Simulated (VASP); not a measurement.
# Si (R-3m) in VASP: further runs

The runs below take Si through electric field gradients, with LDA.

All numbers are computed with VASP 6.6.1; they aren't measurements. Logs are shortened: lines on timing, memory, paths and dates and some standing lists are left out, and cuts for length are marked.

### 1 The cell of the first run

Symmetry: R-3m, No. 166, trigonal system. Conventional cell: a = 3.879 Å, b = 3.879 Å, c = 9.219 Å, α = 90.00°, β = 90.00°, γ = 120.00°. Within 3.0 Å of Si (site symmetry 3m) lie 4 Si at 2.30 to 2.37 Å.

### 2 Electric field gradients, LDA (equal xy, yz and zx shear strains of -2 %)

File INCAR:

```
SYSTEM = Si
PREC = Accurate
ENCUT = 520
EDIFF = 1E-8
ISMEAR = -1
SIGMA = 0.08
LREAL = .FALSE.
LASPH = .TRUE.
NELM = 100
ALGO = Normal
ISIF = 2
LWAVE = .FALSE.
LCHARG = .FALSE.
GGA = CA
LEFG = .TRUE.
NBANDS = 11
```

File KPOINTS:

```
regular mesh
0
G
  11 11 11
  0 0 0
```

File POSCAR:

```
Si
1.0
   -0.0543094000      2.6883153000      2.6883153000
    2.6883153000     -0.0543094000      2.6883153000
    2.6883153000      2.6883153000     -0.0543094000
Si
2
Direct
    0.5000000000      0.5000000000      0.5000000000
    0.7500000000      0.7500000000      0.7500000000
```

Potentials or basis: VASP PAW LDA potentials, release 64 (Si).

Command:

```bash
cat potpaw_LDA.64/Si/POTCAR > POTCAR
mpirun -np 1 vasp_std > vasp.out
```

OUTCAR:

```text
SYSTEM = Si
   PREC = Accurate
   ENCUT = 520
   EDIFF = 1E-8
   ISMEAR = -1
   LREAL = .FALSE.
   LASPH = .TRUE.
   NELM = 100
   ISIF = 2
   GGA = CA

 ion  position               nearest neighbor table
   1  0.500  0.500  0.500-   2 2.30   2 2.37   2 2.37   2 2.37
   2  0.750  0.750  0.750-   1 2.30   1 2.37   1 2.37   1 2.37

  LATTYP: Found a trigonal (rhomboedric) cell.
 ALAT       =     3.8022398419
 COS(alpha) =     0.4797000918

  Lattice vectors:

 A1 = (  -0.0543094000,   2.6883153000,   2.6883153000)
 A2 = (   2.6883153000,  -0.0543094000,   2.6883153000)
 A3 = (   2.6883153000,   2.6883153000,  -0.0543094000)

Analysis of symmetry for initial positions (statically):
=====================================================================
 Subroutine PRICEL returns:
 Original cell was already a primitive cell.

 Routine SETGRP: Setting up the symmetry group for a
 trigonal (rhombohedral) supercell.

 Subroutine GETGRP returns: Found 12 space group operations
 (whereof  6 operations were pure point group operations)
 out of a pool of 12 trial point group operations.

The static configuration has the point symmetry C_3v.
 The point group associated with its full space group is D_3d.

Analysis of symmetry for dynamics (positions and initial velocities):
=====================================================================
 Subroutine PRICEL returns:
 Original cell was already a primitive cell.

 Routine SETGRP: Setting up the symmetry group for a
 trigonal (rhombohedral) supercell.

 Subroutine GETGRP returns: Found 12 space group operations
 (whereof  6 operations were pure point group operations)
 out of a pool of 12 trial point group operations.

The dynamic configuration has the point symmetry C_3v.
 The point group associated with its full space group is D_3d.

 Subroutine INISYM returns: Found 12 space group operations
 (whereof  6 operations are pure point group operations),
 and found     1 'primitive' translations

----------------------------------------------------------------------------------------

                                     Primitive cell

  volume of cell :      40.0344

  direct lattice vectors                    reciprocal lattice vectors
    -0.054309400  2.688315300  2.688315300    -0.180446840  0.184167393  0.184167393
     2.688315300 -0.054309400  2.688315300     0.184167393 -0.180446840  0.184167393
     2.688315300  2.688315300 -0.054309400     0.184167393  0.184167393 -0.180446840

  length of vectors
     3.802239842  3.802239842  3.802239842     0.316853782  0.316853782  0.316853782

  position of ions in fractional coordinates (direct lattice)
     0.500000000  0.500000000  0.500000000
     0.750000000  0.750000000  0.750000000

  ion indices of the primitive-cell ions
   primitive index   ion index
                 1           1
                 2           2

----------------------------------------------------------------------------------------

 KPOINTS: regular mesh

Automatic generation of k-mesh.
 Grid dimensions read from file:
 generate k-points for:   11   11   11

 Generating k-lattice:

  Cartesian coordinates                     Fractional coordinates (reciprocal lattice)
    -0.016404258  0.016742490  0.016742490     0.090909091  0.000000000  0.000000000
     0.016742490 -0.016404258  0.016742490     0.000000000  0.090909091  0.000000000
     0.016742490  0.016742490 -0.016404258     0.000000000  0.000000000  0.090909091

  Length of vectors
     0.028804889  0.028804889  0.028804889

  Shift w.r.t. Gamma in fractional coordinates (k-lattice)
     0.000000000  0.000000000  0.000000000

 Subroutine IBZKPT returns following result:
 ===========================================

 Found    146 irreducible k-points:

 Following reciprocal coordinates:
            Coordinates               Weight
  0.000000  0.000000  0.000000      1.000000
  0.090909  0.000000  0.000000      6.000000
  0.181818 -0.000000  0.000000      6.000000
  0.272727  0.000000  0.000000      6.000000
  0.363636  0.000000  0.000000      6.000000
  0.454545 -0.000000 -0.000000      6.000000
[... 16 lines left out ...]
 -0.272727  0.181818 -0.000000     12.000000
 -0.181818  0.181818  0.000000      6.000000
 [... further k-points ...]
   k-points           NKPTS =    146   k-points in BZ     NKDIM =    146   number of bands    NBANDS=     11
   number of dos      NEDOS =    301   number of ions     NIONS =      2
   total plane-waves  NPLWV =  21952
   dimension x,y,z NGX =    28 NGY =   28 NGZ =   28
   dimension x,y,z NGXF=    56 NGYF=   56 NGZF=   56
   ions per type =               2
   NGX,Y,Z   is equivalent  to a cutoff of  12.24, 12.24, 12.24 a.u.
   NGXF,Y,Z  is equivalent  to a cutoff of  24.48, 24.48, 24.48 a.u.
 SYSTEM =  Si
   PREC   = accura    normal or accurate (medium, high low for compatibility)
   ISTART =      0    job   : 0-new  1-cont  2-samecut
   ICHARG =      2    charge: 1-file 2-atom 10-const
   ISPIN  =      1    spin polarized calculation?
   LNONCOLLINEAR =      F non collinear calculations
   LSORBIT =      F    spin-orbit coupling
   LASPH  =      T    aspherical Exc in radial PAW
   ENCUT  =  520.0 eV  38.22 Ry    6.18 a.u.   7.07  7.07  7.07*2*pi/ulx,y,z
   NELM   =    100;   NELMIN=  2; NELMDL= -5     # of ELM steps
   EDIFF  = 0.1E-07   stopping-criterion for ELM
   LREAL  =      F    real-space projection
   EDIFFG = 0.1E-06   stopping-criterion for IOM
   NSW    =      0    number of steps for IOM
   IBRION =     -1    ionic relax: 0-MD 1-quasi-New 2-CG
   NFREE  =      0    steps in history (QN), initial steepest desc. (CG)
   ISIF   =      2    stress and relaxation
   ISYM   =      2    0-nonsym 1-usesym 2-fastsym
   POTIM  = 0.5000    time-step for ionic-motion
   TEBEG  =    0.0;   TEEND  =   0.0 temperature during run
   PSTRESS=    0.0 pullay stress
   NELECT =       8.0000    total number of electrons
   NUPDOWN=      -1.0000    fix difference up-down
   EMIN   =  10.00;   EMAX   =-10.00  energy-range for DOS
   EFERMI =   0.00;   METHOD = LEGACY
   ISMEAR =    -1;   SIGMA  =   0.08  broadening in eV -4-tet -1-fermi 0-gaus
   EFERMI_NEDOS =   21; number of points for ismear=-14 and -15
   IALGO  =     38    algorithm
   IMIX   =      4    mixing-type and parameters
     AMIX     =   0.40;   BMIX     =  1.00
     AMIX_MAG =   1.60;   BMIX_MAG =  1.00
  volume/ion in A,a.u.               =      20.02       135.08
  Fermi-wavevector in a.u.,A,eV,Ry     =   0.957106  1.808669 12.463653  0.916053
  Thomas-Fermi vector in A             =   2.086095
   LORBIT       =      0    0 simple, 1 ext, 2 COOP (PROOUT), +10 PAW based schemes
   GGA     = CA    functional components
   LHFCALC =     F    Hartree Fock is set to
   AEXX    =    0.0000 exact exchange contribution
   IVDW    =     0    specifies the selected vdW correction
   LEPSILON=     F    determine dielectric tensor
   LRPA    =     F    only Hartree local field effects (RPA)
 non-spin polarized calculation
  energy-cutoff  :      520.00
  volume of cell :       40.03
 maximum number of plane-waves:      1095
   NGX = 15   NGY = 15   NGZ = 15

 number of electron       8.0000000 magnetization

 Free energy of the ion-electron system (eV)
  ---------------------------------------------------
  ext. energy  EPLUGINS =         0.00000000
  ---------------------------------------------------
  free energy    TOTEN  =       -11.90127023 eV

  energy without entropy =      -11.90067376  energy(sigma->0) =      -11.90097200

 E-fermi :   5.9827     XC(G=0):  -9.6063

 val. band max:        5.8066002600   @ k =   0.0000   0.0000   0.0000
 cond. band min:       6.2282675685   @ k =   0.4545   0.4545   0.0000
 fundamental gap:      0.4216673085
 Fermi energy:         5.9826755581

 k-point     1 :       0.0000    0.0000    0.0000
  band No.  band energies     occupation
      1      -6.1901      2.00000
      2       5.7519      1.89414
      3       5.7519      1.89414
      4       5.8066      1.80067
      5       8.1414      0.00000
      6       8.1414      0.00000
      7       8.3982      0.00000
      8       9.1968      0.00000
      9      13.4653      0.00000
     10      13.5069      0.00000
     11      13.5069      0.00000
[... 309 lines left out ...]
 k-point    24 :      -0.1818    0.1818    0.0000
  band No.  band energies     occupation
      1      -5.0967      2.00000
      2       1.7068      2.00000
      3       3.0189      2.00000
      4       5.1155      1.99996
      5       8.7087      0.00000
      6       9.6445      0.00000
      7       9.7881      0.00000
      8      11.4803      0.00000
      9      11.9383      0.00000
     10      15.4805      0.00000
     11      16.1043      0.00000

 [... further k-points ...]
[... 5 lines left out ...]
  --------------------------------------------------------------------------------------
  -------------------------------------------------------------------------------------
  Total       -0.3295538     -0.3295538     -0.3295538      0.5269795      0.5269795      0.5269795
  in kB      -13.1887321    -13.1887321    -13.1887321     21.0897027     21.0897027     21.0897027
  external PRESSURE =     -13.1887321 kB  Pullay stress =       0.0000000 kB

 VOLUME and BASIS-vectors are now :
 -----------------------------------------------------------------------------
  energy-cutoff  :      520.00
  volume of cell :       40.03
      direct lattice vectors                 reciprocal lattice vectors
    -0.054309400  2.688315300  2.688315300    -0.180446840  0.184167393  0.184167393
     2.688315300 -0.054309400  2.688315300     0.184167393 -0.180446840  0.184167393
     2.688315300  2.688315300 -0.054309400     0.184167393  0.184167393 -0.180446840

 POSITION                                       TOTAL-FORCE (eV/Angst)
 -----------------------------------------------------------------------------------
      2.66116      2.66116      2.66116        -0.207060     -0.207060     -0.207060
      3.99174      3.99174      3.99174         0.207060      0.207060      0.207060
 -----------------------------------------------------------------------------------
    total drift:                                0.000000      0.000000     -0.000000

  FREE ENERGIE OF THE ION-ELECTRON SYSTEM (eV)
  ---------------------------------------------------
  free  energy   TOTEN  =       -11.9012702336 eV

  energy  without entropy=      -11.9006737610  energy(sigma->0) =      -11.90097200

 Electric field gradients (V/A^2)
---------------------------------------------------------------------
 ion       V_xx      V_yy      V_zz      V_xy      V_xz      V_yz
---------------------------------------------------------------------
   1      -0.000    -0.000    -0.000    -4.233    -4.233    -4.233
   2      -0.000    -0.000    -0.000    -4.233    -4.233    -4.233
---------------------------------------------------------------------

 Electric field gradients after diagonalization (V/A^2)
 (convention: |V_zz| > |V_xx| > |V_yy|)
----------------------------------------------------------------------
 ion       V_xx      V_yy      V_zz     asymmetry (V_yy - V_xx)/ V_zz
----------------------------------------------------------------------
   1       4.233     4.233    -8.466       0.000
   2       4.233     4.233    -8.466       0.000
----------------------------------------------------------------------

           NMR quadrupolar parameters

 Cq : quadrupolar parameter    Cq=e*Q*V_zz/h
 eta: asymmetry parameters     (V_yy - V_xx)/ V_zz
 Q  : nuclear electric quadrupole moment in mb (millibarn)
----------------------------------------------------------------------
 ion       Cq(MHz)       eta       Q (mb)
----------------------------------------------------------------------
   1      -0.020       0.000       1.000
   2      -0.020       0.000       1.000
----------------------------------------------------------------------
```

Run time: 64 s. Hardware: 1 thread of Intel Xeon Platinum 8259CL at 2.50GHz (Skylake/Cascade Lake), shared host; peak memory 0.16 GiB.

Results:

- Free energy: -11.9013 eV
- Pressure: -1.3 GPa
- Largest force: 0.359 eV/Å
- Band gap on the k mesh: 0.42 eV, indirect (least direct gap 2.33 eV)

Forces in eV/Å, atoms in the order of the input:
```
Si  -0.207 -0.207 -0.207
Si   0.207  0.207  0.207
```

Levels at points of the mesh, in eV from the valence-band top:
| k point | band 1 | band 2 | band 3 | band 4 | band 5 | band 6 | band 7 | band 8 | band 9 |
| --- | --- | --- | --- | --- | --- | --- | --- | --- | --- |
| (0.00, 0.00, 0.00) | -12.00 | -0.05 | -0.05 | 0.00 | 2.33 | 2.33 | 2.59 | 3.39 | 7.66 |

Electric field gradients, principal values (V/Å²):
| atom | least | middle | greatest (by size) |
| --- | --- | --- | --- |
| 1 Si | 4.233 | 4.233 | -8.466 |
| 2 Si | 4.233 | 4.233 | -8.466 |

Caveat: the cell differs from its parent crystal (equal xy, yz and zx shear strains of -2 %); without QUAD_EFG the Cq values of the log hold for a quadrupole moment of 1 mb, not for the nuclei.

### 3 Electric field gradients, LDA (equal xy, yz and zx shear strains of +1 %)

File INCAR:

```
SYSTEM = Si
  PREC = Accurate
  ENCUT = 520
  EDIFF = 1E-8
  ISMEAR = -1
  SIGMA = 0.08
  LREAL = .False.
  LASPH = .True.
  NELM = 60
  ALGO = Normal
  ISIF = 2
  LWAVE = .False.
  LCHARG = .False.
  GGA = CA
  LEFG = .True.
  NBANDS = 11
```

File KPOINTS:

```
regular mesh
0
Gamma
  11 11 11
  0 0 0
```

File POSCAR:

```
Si
1.0
    0.0271547000      2.7290473500      2.7290473500
    2.7290473500      0.0271547000      2.7290473500
    2.7290473500      2.7290473500      0.0271547000
Si
2
Direct
    0.5000000000      0.5000000000      0.5000000000
    0.7500000000      0.7500000000      0.7500000000
```

Potentials or basis: VASP PAW LDA potentials, release 64 (Si).

Command:

```bash
cat potpaw_LDA.64/Si/POTCAR > POTCAR
mpirun -np 1 vasp_std > vasp.out
```

OUTCAR:

```text
SYSTEM = Si
   PREC = Accurate
   ENCUT = 520
   EDIFF = 1E-8
   ISMEAR = -1
   LREAL = .False.
   LASPH = .True.
   NELM = 60
   ISIF = 2
   GGA = CA

 ion  position               nearest neighbor table
   1  0.500  0.500  0.500-   2 2.34   2 2.34   2 2.34   2 2.38
   2  0.750  0.750  0.750-   1 2.34   1 2.34   1 2.34   1 2.38

  LATTYP: Found a trigonal (rhomboedric) cell.
 ALAT       =     3.8595513023
 COS(alpha) =     0.5099250056

  Lattice vectors:

 A1 = (   0.0271547000,   2.7290473500,   2.7290473500)
 A2 = (   2.7290473500,   0.0271547000,   2.7290473500)
 A3 = (   2.7290473500,   2.7290473500,   0.0271547000)

Analysis of symmetry for initial positions (statically):
=====================================================================
 Subroutine PRICEL returns:
 Original cell was already a primitive cell.

 Routine SETGRP: Setting up the symmetry group for a
 trigonal (rhombohedral) supercell.

 Subroutine GETGRP returns: Found 12 space group operations
 (whereof  6 operations were pure point group operations)
 out of a pool of 12 trial point group operations.

The static configuration has the point symmetry C_3v.
 The point group associated with its full space group is D_3d.

Analysis of symmetry for dynamics (positions and initial velocities):
=====================================================================
 Subroutine PRICEL returns:
 Original cell was already a primitive cell.

 Routine SETGRP: Setting up the symmetry group for a
 trigonal (rhombohedral) supercell.

 Subroutine GETGRP returns: Found 12 space group operations
[... 167 lines left out ...]
      7       8.3692      0.00000
      8       9.0124      0.00000
      9      13.4501      0.00000
     10      13.4985      0.00000
     11      13.4985      0.00000
[... 309 lines left out ...]
 k-point    24 :      -0.1818    0.1818    0.0000
  band No.  band energies     occupation
      1      -5.0489      2.00000
      2       1.6832      2.00000
      3       3.0834      2.00000
      4       5.0725      1.99998
      5       8.6206      0.00000
      6       9.4229      0.00000
      7       9.7094      0.00000
      8      11.2950      0.00000
      9      11.7596      0.00000
     10      15.7861      0.00000
     11      16.2718      0.00000

 [... further k-points ...]
[... 5 lines left out ...]
  --------------------------------------------------------------------------------------
  -------------------------------------------------------------------------------------
  Total       -0.3566033     -0.3566033     -0.3566033     -0.2470578     -0.2470578     -0.2470578
  in kB      -14.2680100    -14.2680100    -14.2680100     -9.8849986     -9.8849986     -9.8849986
  external PRESSURE =     -14.2680100 kB  Pullay stress =       0.0000000 kB

 VOLUME and BASIS-vectors are now :
 -----------------------------------------------------------------------------
  energy-cutoff  :      520.00
  volume of cell :       40.04
      direct lattice vectors                 reciprocal lattice vectors
     0.027154700  2.729047350  2.729047350    -0.185971581  0.184139349  0.184139349
     2.729047350  0.027154700  2.729047350     0.184139349 -0.185971581  0.184139349
     2.729047350  2.729047350  0.027154700     0.184139349  0.184139349 -0.185971581

 POSITION                                       TOTAL-FORCE (eV/Angst)
 -----------------------------------------------------------------------------------
      2.74262      2.74262      2.74262         0.088379      0.088379      0.088379
      4.11394      4.11394      4.11394        -0.088379     -0.088379     -0.088379
 -----------------------------------------------------------------------------------
    total drift:                                0.000000     -0.000000     -0.000000

  FREE ENERGIE OF THE ION-ELECTRON SYSTEM (eV)
  ---------------------------------------------------
  free  energy   TOTEN  =       -11.9131569109 eV

  energy  without entropy=      -11.9126244393  energy(sigma->0) =      -11.91289068

 Electric field gradients (V/A^2)
---------------------------------------------------------------------
 ion       V_xx      V_yy      V_zz      V_xy      V_xz      V_yz
---------------------------------------------------------------------
   1      -0.000    -0.000     0.000     2.063     2.063     2.063
   2      -0.000    -0.000     0.000     2.063     2.063     2.063
---------------------------------------------------------------------

 Electric field gradients after diagonalization (V/A^2)
 (convention: |V_zz| > |V_xx| > |V_yy|)
----------------------------------------------------------------------
 ion       V_xx      V_yy      V_zz     asymmetry (V_yy - V_xx)/ V_zz
----------------------------------------------------------------------
   1      -2.063    -2.063     4.127       0.000
   2      -2.063    -2.063     4.127       0.000
----------------------------------------------------------------------

           NMR quadrupolar parameters

 Cq : quadrupolar parameter    Cq=e*Q*V_zz/h
 eta: asymmetry parameters     (V_yy - V_xx)/ V_zz
 Q  : nuclear electric quadrupole moment in mb (millibarn)
----------------------------------------------------------------------
 ion       Cq(MHz)       eta       Q (mb)
----------------------------------------------------------------------
   1       0.010       0.000       1.000
   2       0.010       0.000       1.000
----------------------------------------------------------------------
```

Run time: 70 s. Hardware: 1 thread of Intel Xeon Platinum 8259CL at 2.50GHz (Skylake/Cascade Lake), shared host; peak memory 0.17 GiB.

What came out:

| Item | Value |
| --- | --- |
| Free energy | -11.9132 eV |
| Pressure | -1.4 GPa |
| Largest force | 0.153 eV/Å |
| Band gap on the k mesh | 0.47 eV, indirect (least direct gap 2.33 eV) |

Forces on the atoms (eV/Å):
```
Si   0.088  0.088  0.088
Si  -0.088 -0.088 -0.088
```

Stress tensor (GPa, compression positive):
```
-1.43 -0.99 -0.99
-0.99 -1.43 -0.99
-0.99 -0.99 -1.43
```

Levels at points of the mesh, in eV from the valence-band top:
| k point | band 1 | band 2 | band 3 | band 4 | band 5 | band 6 | band 7 | band 8 |
| --- | --- | --- | --- | --- | --- | --- | --- | --- |
| (0.00, 0.00, 0.00) | -11.97 | -0.04 | 0.00 | 0.00 | 2.33 | 2.59 | 2.59 | 3.23 |

Electric field gradients, principal values (V/Å²):
| atom | least | middle | greatest (by size) |
| --- | --- | --- | --- |
| 1 Si | -2.063 | -2.063 | 4.127 |
| 2 Si | -2.063 | -2.063 | 4.127 |

Caveat: the cell differs from its parent crystal (equal xy, yz and zx shear strains of +1 %); without QUAD_EFG the Cq values of the log hold for a quadrupole moment of 1 mb, not for the nuclei. A k mesh can miss the band edges.

(Continued in part 2 of 2.)
